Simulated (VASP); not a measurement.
Zn, 1 atom in the cell. Symmetry: Im-3m, No. 229, cubic system. The conventional cell has a = 2.940 Å, b = 2.940 Å, c = 2.940 Å, α = 90.00°, β = 90.00°, γ = 90.00°. Zn (site symmetry m-3m) has 14 Zn at 2.55 to 2.94 Å within 3.4 Å. This isn't the form of Zn at room conditions, which is hcp.

```yaml
Program: VASP 6.6.1
Task: single point
Functional: r2SCAN
Potentials_or_basis: VASP PAW PBE potentials, release 64 (Zn)
Cutoff: 550 eV
k_mesh: 19 × 19 × 19
Occupations: fermi-dirac, width 0.1 eV
Spin: no spin polarisation
Dipole_correction: no
Further_INCAR_settings: ALGO = Normal; EDIFF = 1e-06; NBANDS = 12
```

Potentials or basis: VASP PAW PBE potentials, release 64 (Zn).

Command:

```bash
$ cat potpaw_PBE.64/Zn/POTCAR > POTCAR
$ cp INCAR.step1 INCAR
$ mpirun -np 1 vasp_std > vasp.out
$ cp INCAR.step2 INCAR
$ mpirun -np 1 vasp_std > vasp.out
```

Hardware: 1 thread of Intel(R) Xeon(R) Platinum 8559C (Emerald Rapids), on a shared host.

Question: How long does it take, and how much memory?

Answer: Run time: 66 s on 1 thread of Intel(R) Xeon(R) Platinum 8559C (Emerald Rapids), with other jobs on the host, peak memory 0.15 GiB. Counts: k points 220.
